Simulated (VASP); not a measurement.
# V (Im-3m) in VASP: notebook

Runs on V. Level: LDA. Tasks: single point, relaxation of cell and atoms.

Program: VASP 6.6.1. These are calculated values, not measurements. Logs are shortened: lines on timing, memory, paths and dates and some standing lists are left out, and cuts for length are marked.

## 1. The cell of the first run

It takes space group Im-3m (No. 229, cubic). The conventional cell has a = 2.934 Å, b = 2.934 Å, c = 2.934 Å, α = 90.00°, β = 90.00°, γ = 90.00°. V (site symmetry m-3m) has 14 V at 2.54 to 2.93 Å within 3.4 Å.

## 2. Single point, LDA

Contents of INCAR:

```
SYSTEM = V
PREC = Accurate ; ENCUT = 520
EDIFF = 1E-7 ; ISMEAR = 0
SIGMA = 0.1 ; LREAL = .FALSE.
LASPH = .TRUE. ; NELM = 100
ALGO = Normal ; ISIF = 2
LWAVE = .FALSE. ; LCHARG = .FALSE.
NBANDS = 12
```

Contents of KPOINTS:

```
regular mesh
0
G
  10 10 10
  0 0 0
```

Contents of POSCAR:

```
V
1.0
   -1.4672033618      1.4672033618      1.4672033618
    1.4672033618     -1.4672033618      1.4672033618
    1.4672033618      1.4672033618     -1.4672033618
V
1
Direct
    0.0000000000      0.0000000000      0.0000000000
```

Potentials or basis: VASP PAW LDA potentials, release 64 (V_sv).

Run with:

```bash
cat potpaw_LDA.64/V_sv/POTCAR > POTCAR
mpirun -np 1 vasp_std > vasp.out
```

OUTCAR:

```text
SYSTEM = V
   PREC = Accurate
   ENCUT = 520
   EDIFF = 1E-7
   ISMEAR = 0
   LREAL = .FALSE.
   LASPH = .TRUE.
   NELM = 100
   ISIF = 2

 ion  position               nearest neighbor table
   1  0.000  0.000  0.000-

  LATTYP: Found a body centered cubic cell.
 ALAT       =     2.9344067236

  Lattice vectors:

 A1 = (  -1.4672033618,   1.4672033618,   1.4672033618)
 A2 = (   1.4672033618,  -1.4672033618,   1.4672033618)
 A3 = (   1.4672033618,   1.4672033618,  -1.4672033618)

Analysis of symmetry for initial positions (statically):
=====================================================================
 Subroutine PRICEL returns:
 Original cell was already a primitive cell.

 Routine SETGRP: Setting up the symmetry group for a
 body centered cubic supercell.

 Subroutine GETGRP returns: Found 48 space group operations
 (whereof 48 operations were pure point group operations)
 out of a pool of 48 trial point group operations.

The static configuration has the point symmetry O_h .

Analysis of symmetry for dynamics (positions and initial velocities):
=====================================================================
 Subroutine PRICEL returns:
 Original cell was already a primitive cell.

 Routine SETGRP: Setting up the symmetry group for a
 body centered cubic supercell.

 Subroutine GETGRP returns: Found 48 space group operations
 (whereof 48 operations were pure point group operations)
 out of a pool of 48 trial point group operations.

The dynamic configuration has the point symmetry O_h .

 Subroutine INISYM returns: Found 48 space group operations
 (whereof 48 operations are pure point group operations),
 and found     1 'primitive' translations

----------------------------------------------------------------------------------------

                                     Primitive cell

  volume of cell :      12.6337

  direct lattice vectors                    reciprocal lattice vectors
    -1.467203362  1.467203362  1.467203362     0.000000000  0.340784388  0.340784388
     1.467203362 -1.467203362  1.467203362     0.340784388  0.000000000  0.340784388
     1.467203362  1.467203362 -1.467203362     0.340784388  0.340784388  0.000000000

  length of vectors
     2.541270768  2.541270768  2.541270768     0.481941904  0.481941904  0.481941904

  position of ions in fractional coordinates (direct lattice)
     0.000000000  0.000000000  0.000000000

  ion indices of the primitive-cell ions
   primitive index   ion index
                 1           1

----------------------------------------------------------------------------------------

 KPOINTS: regular mesh

Automatic generation of k-mesh.
 Grid dimensions read from file:
 generate k-points for:   10   10   10

 Generating k-lattice:

  Cartesian coordinates                     Fractional coordinates (reciprocal lattice)
     0.000000000  0.034078439  0.034078439     0.100000000  0.000000000  0.000000000
     0.034078439  0.000000000  0.034078439     0.000000000  0.100000000  0.000000000
     0.034078439  0.034078439  0.000000000     0.000000000  0.000000000  0.100000000

  Length of vectors
     0.048194190  0.048194190  0.048194190

  Shift w.r.t. Gamma in fractional coordinates (k-lattice)
     0.000000000  0.000000000  0.000000000

 Subroutine IBZKPT returns following result:
 ===========================================

 Found     47 irreducible k-points:

 Following reciprocal coordinates:
            Coordinates               Weight
  0.000000  0.000000  0.000000      1.000000
  0.100000  0.000000  0.000000     12.000000
  0.200000  0.000000  0.000000     12.000000
  0.300000  0.000000  0.000000     12.000000
  0.400000  0.000000  0.000000     12.000000
  0.500000  0.000000  0.000000      6.000000
[... 16 lines left out ...]
  0.300000  0.300000  0.100000      8.000000
 -0.300000  0.300000  0.100000     24.000000
 [... further k-points ...]
   k-points           NKPTS =     47   k-points in BZ     NKDIM =     47   number of bands    NBANDS=     12
   number of dos      NEDOS =    301   number of ions     NIONS =      1
   total plane-waves  NPLWV =   8000
   dimension x,y,z NGX =    20 NGY =   20 NGZ =   20
   dimension x,y,z NGXF=    40 NGYF=   40 NGZF=   40
   ions per type =               1
   NGX,Y,Z   is equivalent  to a cutoff of  13.08, 13.08, 13.08 a.u.
   NGXF,Y,Z  is equivalent  to a cutoff of  26.17, 26.17, 26.17 a.u.
 SYSTEM =  V
   PREC   = accura    normal or accurate (medium, high low for compatibility)
   ISTART =      0    job   : 0-new  1-cont  2-samecut
   ICHARG =      2    charge: 1-file 2-atom 10-const
   ISPIN  =      1    spin polarized calculation?
   LNONCOLLINEAR =      F non collinear calculations
   LSORBIT =      F    spin-orbit coupling
   LASPH  =      T    aspherical Exc in radial PAW
   ENCUT  =  520.0 eV  38.22 Ry    6.18 a.u.   4.73  4.73  4.73*2*pi/ulx,y,z
   NELM   =    100;   NELMIN=  2; NELMDL= -5     # of ELM steps
   EDIFF  = 0.1E-06   stopping-criterion for ELM
   LREAL  =      F    real-space projection
   EDIFFG = 0.1E-05   stopping-criterion for IOM
   NSW    =      0    number of steps for IOM
   IBRION =     -1    ionic relax: 0-MD 1-quasi-New 2-CG
   NFREE  =      0    steps in history (QN), initial steepest desc. (CG)
   ISIF   =      2    stress and relaxation
   ISYM   =      2    0-nonsym 1-usesym 2-fastsym
   POTIM  = 0.5000    time-step for ionic-motion
   TEBEG  =    0.0;   TEEND  =   0.0 temperature during run
   PSTRESS=    0.0 pullay stress
   NELECT =      13.0000    total number of electrons
   NUPDOWN=      -1.0000    fix difference up-down
   EMIN   =  10.00;   EMAX   =-10.00  energy-range for DOS
   EFERMI =   0.00;   METHOD = LEGACY
   ISMEAR =     0;   SIGMA  =   0.10  broadening in eV -4-tet -1-fermi 0-gaus
   EFERMI_NEDOS =   21; number of points for ismear=-14 and -15
   IALGO  =     38    algorithm
   IMIX   =      4    mixing-type and parameters
     AMIX     =   0.40;   BMIX     =  1.00
     AMIX_MAG =   1.60;   BMIX_MAG =  1.00
  volume/ion in A,a.u.               =      12.63        85.26
  Fermi-wavevector in a.u.,A,eV,Ry     =   1.652770  3.123282 37.166317  2.731647
  Thomas-Fermi vector in A             =   2.741322
   LORBIT       =      0    0 simple, 1 ext, 2 COOP (PROOUT), +10 PAW based schemes
   GGA     = CA    functional components
   LHFCALC =     F    Hartree Fock is set to
   AEXX    =    0.0000 exact exchange contribution
   IVDW    =     0    specifies the selected vdW correction
   LEPSILON=     F    determine dielectric tensor
   LRPA    =     F    only Hartree local field effects (RPA)
 non-spin polarized calculation
 Gauss-broadening in eV      SIGMA  =   0.10
  energy-cutoff  :      520.00
  volume of cell :       12.63
 maximum number of plane-waves:       370
   NGX =  9   NGY =  9   NGZ =  9

 number of electron      13.0000010 magnetization

 Free energy of the ion-electron system (eV)
  ---------------------------------------------------
  ext. energy  EPLUGINS =         0.00000000
  ---------------------------------------------------
  free energy    TOTEN  =        -9.94278595 eV

  energy without entropy =       -9.93003662  energy(sigma->0) =       -9.93641129

 E-fermi :  10.3199     XC(G=0): -13.5862

 val. band max:       10.3192285662   @ k =   0.3000   0.0000   0.0000
 cond. band min:      10.3259880509   @ k =  -0.2000   0.3000   0.1000
 fundamental gap:      0.0067594848
 Fermi energy:        10.3199187905

 k-point     1 :       0.0000    0.0000    0.0000
  band No.  band energies     occupation
      1     -52.6179      2.00000
      2     -26.2008      2.00000
      3     -26.2008      2.00000
      4     -26.2008      2.00000
      5       3.6682      2.00000
      6      10.6835      0.00000
      7      10.6835      0.00000
      8      10.6835      0.00000
      9      12.8447      0.00000
     10      12.8447      0.00000
     11      31.3510      0.00000
     12      31.3510      0.00000

 k-point     2 :       0.1000    0.0000    0.0000
  band No.  band energies     occupation
      1     -52.5928      2.00000
      2     -26.3140      2.00000
      3     -26.2348      2.00000
      4     -26.2018      2.00000
      5       4.0918      2.00000
      6      10.4998      0.01097
      7      10.6347      0.00001
      8      10.9966      0.00000
      9      12.6501      0.00000
     10      12.8578      0.00000
     11      30.7483      0.00000
     12      31.2778      0.00000

 k-point     3 :       0.2000    0.0000    0.0000
  band No.  band energies     occupation
      1     -52.5267      2.00000
      2     -26.6047      2.00000
      3     -26.3232      2.00000
      4     -26.2044      2.00000
      5       5.2181      2.00000
      6      10.0463      1.99989
      7      10.3828      0.37361
      8      11.8712      0.00000
      9      12.4560      0.00000
     10      12.9154      0.00000
     11      28.7612      0.00000
     12      30.3679      0.00000
[... 286 lines left out ...]
 k-point    23 :       0.3000    0.3000    0.1000
  band No.  band energies     occupation
      1     -52.3278      2.00000
      2     -26.9150      2.00000
      3     -26.9150      2.00000
      4     -26.4411      2.00000
      5       8.5063      2.00000
      6       9.3900      2.00000
      7       9.3900      2.00000
      8      13.2365      0.00000
      9      13.2365      0.00000
     10      20.2300      0.00000
     11      20.2300      0.00000
     12      22.2020      0.00000

 k-point    24 :      -0.3000    0.3000    0.1000
  band No.  band energies     occupation
      1     -52.4240      2.00000
      2     -26.9372      2.00000
      3     -26.4693      2.00000
      4     -26.2888      2.00000
      5       6.7822      2.00000
      6       9.8544      2.00000
      7      10.0607      1.99975
      8      12.0619      0.00000
      9      13.0154      0.00000
     10      13.5279      0.00000
     11      25.9425      0.00000
     12      28.7471      0.00000

 [... further k-points ...]
[... 5 lines left out ...]
  --------------------------------------------------------------------------------------
  -------------------------------------------------------------------------------------
  Total       -0.0021526     -0.0021526     -0.0021526      0.0000000      0.0000000     -0.0000000
  in kB       -0.2729863     -0.2729863     -0.2729863      0.0000000      0.0000000     -0.0000000
  external PRESSURE =      -0.2729863 kB  Pullay stress =       0.0000000 kB

 VOLUME and BASIS-vectors are now :
 -----------------------------------------------------------------------------
  energy-cutoff  :      520.00
  volume of cell :       12.63
      direct lattice vectors                 reciprocal lattice vectors
    -1.467203362  1.467203362  1.467203362     0.000000000  0.340784388  0.340784388
     1.467203362 -1.467203362  1.467203362     0.340784388  0.000000000  0.340784388
     1.467203362  1.467203362 -1.467203362     0.340784388  0.340784388  0.000000000

 POSITION                                       TOTAL-FORCE (eV/Angst)
 -----------------------------------------------------------------------------------
      0.00000      0.00000      0.00000        -0.000000     -0.000000     -0.000000
 -----------------------------------------------------------------------------------
    total drift:                                0.000000     -0.000000      0.000000

  FREE ENERGIE OF THE ION-ELECTRON SYSTEM (eV)
  ---------------------------------------------------
  free  energy   TOTEN  =        -9.9427859493 eV

  energy  without entropy=       -9.9300366231  energy(sigma->0) =       -9.93641129
```

Run time: 2.8 s. Hardware: 1 thread of Intel Xeon 6975P-C (Granite Rapids), shared host; peak memory 0.11 GiB.

What came out:

```
Free energy : -9.9428 eV
Pressure    : 0.0 GPa
```

Levels at points of the mesh, in eV from the Fermi level:
```
           k point  band 3  band 4  band 5  band 6  band 7  band 8  band 9  band 10
(0.00, 0.00, 0.00)  -36.52  -36.52   -6.65    0.36    0.36    0.36    2.52     2.52
(0.50, 0.00, 0.00)  -36.87  -36.53   -3.42   -1.31    1.98    2.55    2.93     4.44
(0.50, 0.50, 0.50)  -37.28  -37.28   -3.34   -3.34    4.01    4.01    4.01    10.82
```

## 3. Relaxation of cell and atoms, LDA

This run uses another cell than the first one, of 13.85 Å³/atom, 1.096 times its volume.

Contents of INCAR:

```
ALGO = Fast ; EDIFF = 1E-6
EDIFFG = -0.05 ; ENCUT = 600
GGA = CA ; IBRION = 2
ISIF = 3 ; ISMEAR = 0
LASPH = True ; LCHARG = False
LREAL = False ; LWAVE = False
NELM = 100 ; NSW = 100
PREC = Accurate ; SIGMA = 0.1
```

Contents of KPOINTS:

```
k-points
0
Gamma
  10 10 10
```

Contents of POSCAR:

```
V
1.0
   -1.5129450000      1.5129450000      1.5129450000
    1.5129450000     -1.5129450000      1.5129450000
    1.5129450000      1.5129450000     -1.5129450000
V
1
Direct
    0.0000000000      0.0000000000      0.0000000000
```

Potentials or basis: VASP PAW LDA potentials, release 64 (V_sv).

Run with:

```bash
cat potpaw_LDA.64/V_sv/POTCAR > POTCAR
mpirun -np 1 vasp_std > vasp.out
```

OUTCAR:

```text
EDIFF = 1E-6
   EDIFFG = -0.05
   ENCUT = 600
   GGA = CA
   IBRION = 2
   ISIF = 3
   ISMEAR = 0
   LASPH = True
   LREAL = False
   NELM = 100
   NSW = 100
   PREC = Accurate

 ion  position               nearest neighbor table
   1  0.000  0.000  0.000-

  LATTYP: Found a body centered cubic cell.
 ALAT       =     3.0258900000

  Lattice vectors:

 A1 = (  -1.5129450000,   1.5129450000,   1.5129450000)
 A2 = (   1.5129450000,  -1.5129450000,   1.5129450000)
 A3 = (   1.5129450000,   1.5129450000,  -1.5129450000)

Analysis of symmetry for initial positions (statically):
=====================================================================
 Subroutine PRICEL returns:
 Original cell was already a primitive cell.

 Routine SETGRP: Setting up the symmetry group for a
 body centered cubic supercell.

 Subroutine GETGRP returns: Found 48 space group operations
 (whereof 48 operations were pure point group operations)
 out of a pool of 48 trial point group operations.

The static configuration has the point symmetry O_h .

Analysis of symmetry for dynamics (positions and initial velocities):
=====================================================================
 Subroutine PRICEL returns:
 Original cell was already a primitive cell.

 Routine SETGRP: Setting up the symmetry group for a
 body centered cubic supercell.

 Subroutine GETGRP returns: Found 48 space group operations
 (whereof 48 operations were pure point group operations)
 out of a pool of 48 trial point group operations.
[... 141 lines left out ...]

 number of electron      13.0000003 magnetization

 Free energy of the ion-electron system (eV)
  ---------------------------------------------------
  ext. energy  EPLUGINS =         0.00000000
  ---------------------------------------------------
  free energy    TOTEN  =        -9.87742154 eV

  energy without entropy =       -9.86750028  energy(sigma->0) =       -9.87246091

 E-fermi :   9.1207     XC(G=0): -13.0779

 val. band max:        9.1186699668   @ k =   0.1000   0.1000   0.0000
 cond. band min:       9.1632286122   @ k =  -0.2000   0.3000   0.1000
 fundamental gap:      0.0445586454
 Fermi energy:         9.1206743634

 k-point     1 :       0.0000    0.0000    0.0000
  band No.  band energies     occupation
      1     -53.9005      2.00000
      2     -27.6476      2.00000
      3     -27.6476      2.00000
      4     -27.6476      2.00000
      5       2.6814      2.00000
      6       9.4849      0.00000
      7       9.4849      0.00000
      8       9.4849      0.00000
      9      11.4063      0.00000
     10      11.4063      0.00000
[... 368 lines left out ...]
--------------------------------------- Ionic step        3  -------------------------------------------

 number of electron      13.0000000 magnetization

 Free energy of the ion-electron system (eV)
  ---------------------------------------------------
  ext. energy  EPLUGINS =         0.00000000
  ---------------------------------------------------
  free energy    TOTEN  =        -9.94380561 eV

  energy without entropy =       -9.93112137  energy(sigma->0) =       -9.93746349

 E-fermi :  10.2860     XC(G=0): -13.5725

 val. band max:       10.2846605644   @ k =   0.3000   0.0000   0.0000
 cond. band min:      10.2933763653   @ k =  -0.2000   0.3000   0.1000
 fundamental gap:      0.0087158009
 Fermi energy:        10.2860425559

 k-point     1 :       0.0000    0.0000    0.0000
  band No.  band energies     occupation
      1     -52.6531      2.00000
      2     -26.2417      2.00000
      3     -26.2417      2.00000
      4     -26.2417      2.00000
      5       3.6398      2.00000
      6      10.6499      0.00000
      7      10.6499      0.00000
      8      10.6499      0.00000
      9      12.8045      0.00000
     10      12.8045      0.00000
[... 327 lines left out ...]
  FREE ENERGIE OF THE ION-ELECTRON SYSTEM (eV)
  ---------------------------------------------------
  free  energy   TOTEN  =        -9.9438056059 eV

  energy  without entropy=       -9.9311213660  energy(sigma->0) =       -9.93746349

 reached required accuracy - stopping structural energy minimisation
```

Wall time 9.2 s (1 thread of Intel Xeon 6975P-C (Granite Rapids), shared host); peak memory 0.14 GiB.

What came out:

```
Free energy                            : -9.9438 eV
Relaxed volume                         : 12.66 Å³/atom
Relaxed cell                           : a = 2.543 Å, b = 2.543 Å, c = 2.543 Å, α = 109.47°, β = 109.47°, γ = 109.47°
Space group after relaxing (to 0.05 Å) : Im-3m (No. 229)
Energy gained by relaxing              : 66.4 meV/atom
Ionic steps                            : 3
Pressure after relaxing                : -0.6 GPa
```

Step by step:
```tsv
step	energy change (eV)	largest force (eV/Å)	pressure (GPa)	volume (Å³)
1	0.0000	0.0000	-16.28	13.85
2	0.0509	0.0000	28.60	11.22
3	-0.0664	0.0000	-0.62	12.66
```

Final structure:
```xyz
1
Lattice="-1.4684 1.4684 1.4684 1.4684 -1.4684 1.4684 1.4684 1.4684 -1.4684" Properties=species:S:1:pos:R:3 pbc="T T T"
V     0.0000    0.0000    0.0000
```

(Part 1 of 2 ends here.)
